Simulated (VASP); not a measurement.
Crystal: TiB4.

```xyz
5
Lattice="3.0242 0.0000 0.0000 -1.5121 2.6190 0.0000 0.0000 0.0000 5.9408" Properties=species:S:1:pos:R:3 pbc="T T T"
Ti    0.0000    0.0000    2.0351
B     0.0000    1.7460    3.7134
B     1.5121    0.8730    3.7134
B     0.0000    1.7460    1.4279
B     1.5121    0.8730    1.4279
```

```yaml
Program: VASP 6.6.1
Task: relaxation of cell and atoms
Functional: PBE
Potentials_or_basis: VASP PAW PBE potentials, release 64 (Ti_sv, B)
Cutoff: 600 eV
k_mesh: 6 × 6 × 4
Occupations: gaussian, width 0.1 eV
Spin: no spin polarisation
```

At the start: pressure 61.6 GPa; volume 9.41 Å³/atom.

How do energy, volume and symmetry change on relaxing?

Over 35 steps the energy falls by 1540.4 meV/atom and the volume is 8.07 Å³/atom (-14.3 %); space group P6/mmm (No. 191, to 0.05 Å).

Step by step:
| step | energy change (eV) | largest force (eV/Å) | pressure (GPa) | volume (Å³) |
| --- | --- | --- | --- | --- |
| 1 | 0.0000 | 14.2270 | 61.56 | 47.05 |
| 2 | -0.9846 | 0.8977 | -33.42 | 76.00 |
| 3 | -4.7485 | 1.4439 | -15.70 | 58.76 |
| 4 | -4.7882 | 1.8903 | -12.78 | 57.83 |
| 5 | -4.7941 | 2.2551 | -10.25 | 57.11 |
| 6 | -5.6109 | 1.0427 | 0.11 | 53.18 |
| 7 | -5.6840 | 1.2077 | 6.24 | 51.71 |
| 8 | -5.8767 | 0.6874 | -1.75 | 53.37 |
| 9 | -5.8785 | 0.7016 | -2.40 | 53.53 |
| 10 | -5.9311 | 0.3499 | -1.01 | 52.55 |
| 11 | -5.9699 | 0.6245 | 3.01 | 50.45 |
| 12 | -5.9910 | 0.7423 | 2.38 | 50.26 |
| 13 | -6.0509 | 1.0997 | 0.64 | 49.67 |
| 14 | -6.1608 | 2.0504 | -2.51 | 48.46 |
| 15 | -6.3130 | 4.4747 | -5.62 | 45.88 |
| 16 | -6.3337 | 4.5527 | -5.82 | 45.74 |
| 17 | -6.3937 | 4.7944 | -6.28 | 45.33 |
| 18 | -6.5009 | 5.3566 | -6.68 | 44.48 |
| 19 | -6.5125 | 6.5419 | -3.84 | 42.73 |
| 20 | -6.5551 | 5.8412 | -6.12 | 43.74 |
| 21 | -6.5605 | 6.0816 | -5.53 | 43.35 |
| 22 | -6.6848 | 5.8499 | -5.58 | 43.00 |
| 23 | -6.9398 | 5.2337 | -4.21 | 41.96 |
| 24 | -6.3490 | 4.5895 | 10.01 | 39.87 |
| 25 | -6.9517 | 5.1575 | -3.21 | 41.67 |
| 26 | -6.9564 | 4.9860 | -2.16 | 41.39 |
| 27 | -7.1598 | 4.2384 | -2.85 | 41.28 |
| 28 | -7.5753 | 1.9415 | -3.49 | 40.94 |
| 29 | -7.5146 | 2.5266 | 2.96 | 40.22 |
| 30 | -7.6931 | 0.2782 | -1.90 | 40.62 |
| 31 | -7.6933 | 0.2628 | -2.02 | 40.63 |
| 32 | -7.6971 | 0.2034 | -1.17 | 40.49 |
| 33 | -7.7005 | 0.0703 | 0.85 | 40.18 |
| 34 | -7.7013 | 0.0462 | 0.57 | 40.23 |
| 35 | -7.7019 | 0.0262 | -0.10 | 40.35 |

Final structure:
```cif
data_structure
_symmetry_space_group_name_H-M 'P 1'
_symmetry_Int_Tables_number 1
_cell_length_a 3.0396
_cell_length_b 3.0396
_cell_length_c 5.0429
_cell_angle_alpha 90.000
_cell_angle_beta 90.000
_cell_angle_gamma 120.000
_cell_volume 40.35
loop_
_atom_site_label
_atom_site_type_symbol
_atom_site_fract_x
_atom_site_fract_y
_atom_site_fract_z
_atom_site_occupancy
Ti1 Ti 0.00000 0.00000 0.41450 1
B1 B 0.33333 0.66667 0.72419 1
B2 B 0.66667 0.33333 0.72419 1
B3 B 0.33333 0.66667 0.10526 1
B4 B 0.66667 0.33333 0.10526 1
```

Caveat: the k points lie up to 0.40 Å⁻¹ apart in the final cell; this functional lacks dispersion, which binds the layers, so the pressure and a relaxed spacing across them are unreliable.
